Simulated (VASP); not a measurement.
# PtS2 (P1) in VASP: a series of runs

Runs on PtS2. Level: PBE. Tasks: single point.

Program: VASP 6.6.1. These are calculated values, not measurements. Logs are shortened: lines on timing, memory, paths and dates and some standing lists are left out, and cuts for length are marked.

### 1 The cell of the first run

The typed cell holds 3 atoms: a = 3.450 Å, b = 3.450 Å, c = 4.912 Å, α = 90.00°, β = 90.00°, γ = 120.00°.

### 2 Single point, PBE

INCAR reads:

```
SYSTEM = PtS2
ALGO = Normal
EDIFF = 1E-6
ENCUT = 500
GGA = PE
GGA_COMPAT = .FALSE.
ISIF = 2
ISMEAR = 0
LASPH = .TRUE.
LCHARG = .FALSE.
LREAL = .FALSE.
LWAVE = .FALSE.
NBANDS = 18
NELM = 120
PREC = Accurate
SIGMA = 0.01
```

KPOINTS reads:

```
Automatic mesh
0
Gamma
  1 1 1
  0.5 0.5 0.5
```

POSCAR reads:

```
PtS2
1.0
    3.4503961500      0.0000000000      0.0000000000
   -1.7251980800      2.9881020400      0.0000000000
    0.0000000000      0.0000000000      4.9124284200
Pt S
1 2
Direct
    0.0000000000      0.0000000000      0.0000000000
    0.3450000000      0.6670000000      0.2300000000
    0.6670000000      0.3250000000      0.7800000000
```

Potentials or basis: VASP PAW PBE potentials, release 64 (Pt, S).

Run with:

```bash
> cat potpaw_PBE.64/Pt/POTCAR potpaw_PBE.64/S/POTCAR > POTCAR
> mpirun -np 1 vasp_std > vasp.out
```

OUTCAR:

```text
SYSTEM = PtS2
   EDIFF = 1E-6
   ENCUT = 500
   GGA = PE
   ISIF = 2
   ISMEAR = 0
   LASPH = .TRUE.
   LREAL = .FALSE.
   NELM = 120
   PREC = Accurate

 ion  position               nearest neighbor table
   1  0.000  0.000  0.000-   3 2.24   2 2.26   3 2.27   3 2.29   2 2.29   2 2.32
   2  0.345  0.667  0.230-   1 2.26   1 2.29   1 2.32
   3  0.667  0.325  0.780-   1 2.24   1 2.27   1 2.29

  LATTYP: Found a hexagonal cell.
 ALAT       =     3.4503961500
 C/A-ratio  =     1.4237288144

  Lattice vectors:

 A1 = (   3.4503961500,   0.0000000000,   0.0000000000)
 A2 = (  -1.7251980800,   2.9881020400,   0.0000000000)
 A3 = (   0.0000000000,   0.0000000000,   4.9124284200)

Analysis of symmetry for initial positions (statically):
=====================================================================
 Subroutine PRICEL returns:
 Original cell was already a primitive cell.

 Routine SETGRP: Setting up the symmetry group for a
 hexagonal supercell.

 Subroutine GETGRP returns: Found  1 space group operations
 (whereof  1 operations were pure point group operations)
 out of a pool of 24 trial point group operations.

The static configuration has the point symmetry C_1 .

Analysis of symmetry for dynamics (positions and initial velocities):
=====================================================================
 Subroutine PRICEL returns:
 Original cell was already a primitive cell.

 Routine SETGRP: Setting up the symmetry group for a
 hexagonal supercell.

 Subroutine GETGRP returns: Found  1 space group operations
 (whereof  1 operations were pure point group operations)
 out of a pool of 24 trial point group operations.

The dynamic configuration has the point symmetry C_1 .

 Subroutine INISYM returns: Found  1 space group operations
 (whereof  1 operations are pure point group operations),
 and found     1 'primitive' translations

----------------------------------------------------------------------------------------

                                     Primitive cell

  volume of cell :      50.6478

  direct lattice vectors                    reciprocal lattice vectors
     3.450396150  0.000000000  0.000000000     0.289821793  0.167330297  0.000000000
    -1.725198080  2.988102040  0.000000000     0.000000000  0.334660593  0.000000000
     0.000000000  0.000000000  4.912428420     0.000000000  0.000000000  0.203565307

  length of vectors
[... 60 lines left out ...]
   ENCUT  =  500.0 eV  36.75 Ry    6.06 a.u.   6.29  6.29  8.96*2*pi/ulx,y,z
   NELM   =    120;   NELMIN=  2; NELMDL= -5     # of ELM steps
   EDIFF  = 0.1E-05   stopping-criterion for ELM
   LREAL  =      F    real-space projection
   EDIFFG = 0.1E-04   stopping-criterion for IOM
   NSW    =      0    number of steps for IOM
   IBRION =     -1    ionic relax: 0-MD 1-quasi-New 2-CG
   NFREE  =      0    steps in history (QN), initial steepest desc. (CG)
   ISIF   =      2    stress and relaxation
   ISYM   =      2    0-nonsym 1-usesym 2-fastsym
   POTIM  = 0.5000    time-step for ionic-motion
   TEBEG  =    0.0;   TEEND  =   0.0 temperature during run
   PSTRESS=    0.0 pullay stress
   NELECT =      22.0000    total number of electrons
   NUPDOWN=      -1.0000    fix difference up-down
   EMIN   =  10.00;   EMAX   =-10.00  energy-range for DOS
   EFERMI =   0.00;   METHOD = LEGACY
   ISMEAR =     0;   SIGMA  =   0.01  broadening in eV -4-tet -1-fermi 0-gaus
   EFERMI_NEDOS =   21; number of points for ismear=-14 and -15
   IALGO  =     38    algorithm
   IMIX   =      4    mixing-type and parameters
     AMIX     =   0.40;   BMIX     =  1.00
     AMIX_MAG =   1.60;   BMIX_MAG =  1.00
  volume/ion in A,a.u.               =      16.88       113.93
  Fermi-wavevector in a.u.,A,eV,Ry     =   1.239830  2.342939 20.914586  1.537179
  Thomas-Fermi vector in A             =   2.374297
   LORBIT       =      0    0 simple, 1 ext, 2 COOP (PROOUT), +10 PAW based schemes
   GGA     = PE    functional components
   LHFCALC =     F    Hartree Fock is set to
   AEXX    =    0.0000 exact exchange contribution
   IVDW    =     0    specifies the selected vdW correction
   LEPSILON=     F    determine dielectric tensor
   LRPA    =     F    only Hartree local field effects (RPA)
 non-spin polarized calculation
 Gauss-broadening in eV      SIGMA  =   0.01
  energy-cutoff  :      500.00
  volume of cell :       50.65
 maximum number of plane-waves:      1272
 NGX is ok and might be reduce to    28
   NGX = 13   NGY = 13   NGZ = 17

 number of electron      21.9999997 magnetization

 Free energy of the ion-electron system (eV)
  ---------------------------------------------------
  ext. energy  EPLUGINS =         0.00000000
  ---------------------------------------------------
  free energy    TOTEN  =       -16.93958478 eV

  energy without entropy =      -16.93958478  energy(sigma->0) =      -16.93958478

 E-fermi :   6.4770     XC(G=0): -10.9477

 val. band max:        6.3949129849   @ k =   0.0000   0.5000   0.5000
 cond. band min:      10.1363675172   @ k =   0.5000   0.0000   0.5000
 fundamental gap:      3.7414545322
 Fermi energy:         6.4769700125

 k-point     1 :       0.5000    0.5000    0.5000
  band No.  band energies     occupation
      1      -6.3771      2.00000
      2      -5.6706      2.00000
      3      -0.6538      2.00000
      4       0.9888      2.00000
      5       1.9816      2.00000
      6       2.5364      2.00000
[... 40 lines left out ...]
      5       1.9620      2.00000
      6       2.5489      2.00000
[... 10 lines left out ...]
     17      18.2940      0.00000
     18      18.3970      0.00000

------------------------ aborting loop because EDIFF is reached ----------------------------------------

  FORCE on cell =-STRESS in cart. coord.  units (eV):
  Direction    XX          YY          ZZ          XY          YZ          ZX
  --------------------------------------------------------------------------------------
  -------------------------------------------------------------------------------------
  Total        7.7871060      7.2914815      5.9556544      0.1628569     -0.5160167     -0.4231978
  in kB      246.3349595    230.6565217    188.3993717      5.1517645    -16.3235173    -13.3873104
  external PRESSURE =     221.7969510 kB  Pullay stress =       0.0000000 kB

 VOLUME and BASIS-vectors are now :
 -----------------------------------------------------------------------------
  energy-cutoff  :      500.00
  volume of cell :       50.65
      direct lattice vectors                 reciprocal lattice vectors
     3.450396150  0.000000000  0.000000000     0.289821793  0.167330297  0.000000000
    -1.725198080  2.988102040  0.000000000     0.000000000  0.334660593  0.000000000
     0.000000000  0.000000000  4.912428420     0.000000000  0.000000000  0.203565307

 POSITION                                       TOTAL-FORCE (eV/Angst)
 -----------------------------------------------------------------------------------
      0.00000      0.00000      0.00000         0.849437     -0.363673      0.836236
      0.03968      1.99306      1.12986        -0.606716     -0.054474     -0.134260
      1.74072      0.97113      3.83169        -0.242721      0.418148     -0.701977
 -----------------------------------------------------------------------------------
    total drift:                                0.000134      0.000059      0.000014

  FREE ENERGIE OF THE ION-ELECTRON SYSTEM (eV)
  ---------------------------------------------------
  free  energy   TOTEN  =       -16.9395847793 eV

  energy  without entropy=      -16.9395847793  energy(sigma->0) =      -16.93958478
```

OSZICAR:

```text
N       E                     dE             d eps       ncg     rms          rms(c)
DAV:   1     0.114740580083E+03    0.11474E+03   -0.10189E+04   108   0.107E+03
DAV:   2    -0.126728574471E+02   -0.12741E+03   -0.12396E+03   132   0.219E+02
DAV:   3    -0.181074952709E+02   -0.54346E+01   -0.53941E+01   124   0.479E+01
DAV:   4    -0.181634709099E+02   -0.55976E-01   -0.55955E-01   120   0.554E+00
DAV:   5    -0.181644466143E+02   -0.97570E-03   -0.97567E-03   118   0.726E-01    0.212E+01
DAV:   6    -0.170885338889E+02    0.10759E+01   -0.37607E+00   112   0.190E+01    0.119E+01
DAV:   7    -0.169701608810E+02    0.11837E+00   -0.60590E-01   110   0.672E+00    0.589E+00
DAV:   8    -0.169399707858E+02    0.30190E-01   -0.40137E-02   120   0.171E+00    0.721E-01
DAV:   9    -0.169393216595E+02    0.64913E-03   -0.40698E-03   114   0.572E-01    0.230E-01
DAV:  10    -0.169395828102E+02   -0.26115E-03   -0.66024E-04   112   0.189E-01    0.877E-02
DAV:  11    -0.169395806573E+02    0.21529E-05   -0.47230E-05   142   0.479E-02    0.414E-02
DAV:  12    -0.169395845269E+02   -0.38696E-05   -0.10694E-05   112   0.217E-02    0.904E-03
DAV:  13    -0.169395847793E+02   -0.25242E-06   -0.12039E-06    84   0.774E-03
   1 F= -.16939585E+02 E0= -.16939585E+02  d E =-.107575E-31
```

stdout:

```text
POSCAR found type information on POSCAR PtS
 POSCAR found :  2 types and       3 ions
 scaLAPACK will be used
 LDA part: xc-table for (Slater+PW92), standard interpolation
 POSCAR, INCAR and KPOINTS ok, starting setup
 FFT: planning ... GRIDC
 FFT: planning ... GRID_SOFT
 FFT: planning ... GRID
 WAVECAR not read
 entering main loop
```

It took 6.1 s on 1 thread of Intel Xeon 6975P-C (Granite Rapids), shared host; peak memory 0.16 GiB.

Results:

```
Free energy            : -16.9396 eV
Pressure               : 22.2 GPa
Largest force          : 1.246 eV/Å
Band gap on the k mesh : 3.74 eV, indirect (least direct gap 3.82 eV)
```

Forces in eV/Å, atoms in the order of the input:
```
Pt   0.849 -0.364  0.836
S   -0.607 -0.054 -0.134
S   -0.243  0.418 -0.702
```

Levels at points of the mesh, in eV from the valence-band top:
| k point | band 7 | band 8 | band 9 | band 10 | band 11 | band 12 | band 13 | band 14 | band 15 | band 16 |
| --- | --- | --- | --- | --- | --- | --- | --- | --- | --- | --- |
| (0.50, 0.50, 0.50) | -2.04 | -2.00 | -1.95 | -1.38 | -0.05 | 3.80 | 4.30 | 6.87 | 7.13 | 9.23 |
| (0.50, 0.00, 0.50) | -2.10 | -2.07 | -1.91 | -1.39 | -0.11 | 3.74 | 4.32 | 6.93 | 7.21 | 9.24 |
| (0.00, 0.50, 0.50) | -2.05 | -2.00 | -1.92 | -1.36 | 0.00 | 3.82 | 4.29 | 6.87 | 7.10 | 9.21 |

Caveat: the k points lie up to 2.10 Å⁻¹ apart; spin-orbit coupling is left out, which moves the levels of the heavy elements; forces of over 1 eV/Å act on the atoms, so gaps and moduli don't describe the material at rest. A k mesh can miss the band edges.

### 3 Single point, PBE

This run uses another cell than the first one, of 19.04 Å³/atom, 1.128 times its volume.

INCAR reads:

```
SYSTEM = PtS2
ALGO = Normal
EDIFF = 1E-6
ENCUT = 500
GGA = PE
GGA_COMPAT = .False.
ISIF = 2
ISMEAR = 0
LASPH = .True.
LCHARG = .False.
LREAL = .False.
LWAVE = .False.
NBANDS = 18
NELM = 120
PREC = Accurate
SIGMA = 0.01
```

KPOINTS is that of step 2.

POSCAR reads:

```
PtS2
1.0
    3.5913822400      0.0000000000      0.0000000000
   -1.7956911200      3.1101984000      0.0000000000
    0.0000000000      0.0000000000      5.1131543800
Pt S
1 2
Direct
    0.0000000000      0.0000000000      0.0000000000
    0.3450000000      0.6670000000      0.2300000000
    0.6670000000      0.3250000000      0.7800000000
```

Potentials or basis: VASP PAW PBE potentials, release 64 (Pt, S).

Run with:

```bash
> cat potpaw_PBE.64/Pt/POTCAR potpaw_PBE.64/S/POTCAR > POTCAR
> mpirun -np 1 vasp_std > vasp.out
```

Wall time 5.3 s (1 thread of Intel Xeon 6975P-C (Granite Rapids), shared host); peak memory 0.17 GiB.

The run converged. Its results:

```
Free energy            : -17.3351 eV
Pressure               : -0.3 GPa
Largest force          : 1.691 eV/Å
Band gap on the k mesh : 3.32 eV, indirect (least direct gap 3.39 eV)
```

Forces in eV/Å, atoms in the order of the input:
```
Pt   0.586 -0.253  0.683
S   -0.417 -0.033 -1.638
S   -0.169  0.286  0.955
```

Stress tensor (GPa, compression positive):
```
-1.83  0.15 -0.84
 0.15 -2.42 -1.01
-0.84 -1.01  3.38
```

Levels at points of the mesh, in eV from the valence-band top:
```tsv
k point	band 9	band 10	band 11	band 12	band 13	band 14
(0.50, 0.50, 0.50)	-1.64	-1.20	-0.04	3.36	3.55	6.62
(0.50, 0.00, 0.50)	-1.60	-1.21	-0.10	3.32	3.54	6.70
(0.00, 0.50, 0.50)	-1.61	-1.18	0.00	3.39	3.54	6.59
```

Caveat: the k points lie up to 2.02 Å⁻¹ apart; spin-orbit coupling is left out, which moves the levels of the heavy elements; forces of over 1 eV/Å act on the atoms, so gaps and moduli don't describe the material at rest. Expect the measured gap to be larger: semilocal functionals such as PBE lack the derivative discontinuity.

### 4 Single point, PBE

INCAR reads:

```
PREC = Accurate ; ENCUT = 500
EDIFF = 1E-6 ; ISMEAR = 0
SIGMA = 0.01 ; LREAL = F
LASPH = T ; NELM = 120
ALGO = Normal ; ISIF = 2
LWAVE = F ; LCHARG = F
GGA = PE ; NBANDS = 18
GGA_COMPAT = F
```

KPOINTS reads:

```
Automatic mesh
0
Gamma
  2 2 2
```

POSCAR reads:

```
PtS2
1.0
    3.4503961500      0.0000000000      0.0000000000
   -1.7251980800      2.9881020400      0.0000000000
    0.0000000000      0.0000000000      4.9124284200
Pt S
1 2
Direct
    0.0000000000      0.0000000000      0.0000000000
    0.3450000000      0.6670000000      0.2300000000
    0.6670000000      0.3250000000      0.7800000000
```

Run with:

```bash
> cat potpaw_PBE.64/Pt/POTCAR potpaw_PBE.64/S/POTCAR > POTCAR
> mpirun -np 1 vasp_std > vasp.out
```

Wall time 8.4 s (1 thread of Intel Xeon 6975P-C (Granite Rapids), shared host); peak memory 0.16 GiB.

Results (log left out):

| Property | Result |
| --- | --- |
| Free energy | -15.7108 eV |
| Pressure | 23.0 GPa |
| Largest force | 1.618 eV/Å |
| Band gap on the k mesh | 2.13 eV, indirect (least direct gap 2.84 eV) |

Forces on the atoms (eV/Å):
```
Pt   0.974 -0.412  0.728
S   -0.651 -0.015  0.799
S   -0.323  0.426 -1.527
```

Stress tensor (GPa, compression positive):
```
25.45  0.45 -1.17
 0.45 24.01 -1.45
-1.17 -1.45 19.49
```

Levels at points of the mesh, in eV from the valence-band top:
```tsv
k point	band 9	band 10	band 11	band 12	band 13	band 14
(0.00, 0.00, 0.00)	-1.04	-0.94	0.00	2.84	2.96	4.91
(0.50, 0.00, 0.00)	-3.48	-3.18	-2.26	2.25	3.30	5.92
(0.00, 0.50, 0.00)	-3.41	-3.08	-2.28	2.13	3.40	5.98
(0.50, 0.50, 0.00)	-3.45	-3.12	-2.28	2.16	3.37	5.97
(0.00, 0.00, 0.50)	-1.23	-1.17	-0.65	3.41	3.51	5.52
(0.50, 0.00, 0.50)	-3.20	-2.80	-1.35	2.42	2.99	5.66
(0.00, 0.50, 0.50)	-3.20	-2.77	-1.23	2.50	2.96	5.59
(0.50, 0.50, 0.50)	-3.19	-2.80	-1.28	2.48	2.98	5.60
```

Caveat: the k points lie up to 1.05 Å⁻¹ apart; spin-orbit coupling is left out, which moves the levels of the heavy elements; forces of over 1 eV/Å act on the atoms, so gaps and moduli don't describe the material at rest.

### 5 The runs side by side

| cell | k mesh | gap on the mesh (eV) | pressure (GPa) | largest force (eV/Å) |
| --- | --- | --- | --- | --- |
| a = 3.450, b = 3.450, c = 4.912 Å, angles 90.0, 90.0, 120.0°, 3 atoms | 1 × 1 × 1, shifted | 3.74 | 22.2 | 1.25 |
| a = 3.591, b = 3.591, c = 5.113 Å, angles 90.0, 90.0, 120.0°, 3 atoms | 1 × 1 × 1, shifted | 3.32 | -0.3 | 1.69 |
| a = 3.450, b = 3.450, c = 4.912 Å, angles 90.0, 90.0, 120.0°, 3 atoms | 2 × 2 × 2 | 2.13 | 23.0 | 1.62 |

Alike in all rows: task single point; level PBE; potentials or basis VASP PAW PBE potentials, release 64 (Pt, S); no spin polarisation; cutoff (eV) 500; smearing gaussian 0.01 eV.

Caveats: all runs use coarse meshes; spin-orbit coupling is left out, which moves the levels of the heavy elements; forces of over 1 eV/Å act on the atoms, so gaps and moduli don't describe the material at rest.

Absolute energies hang on the potentials; compare differences alone.
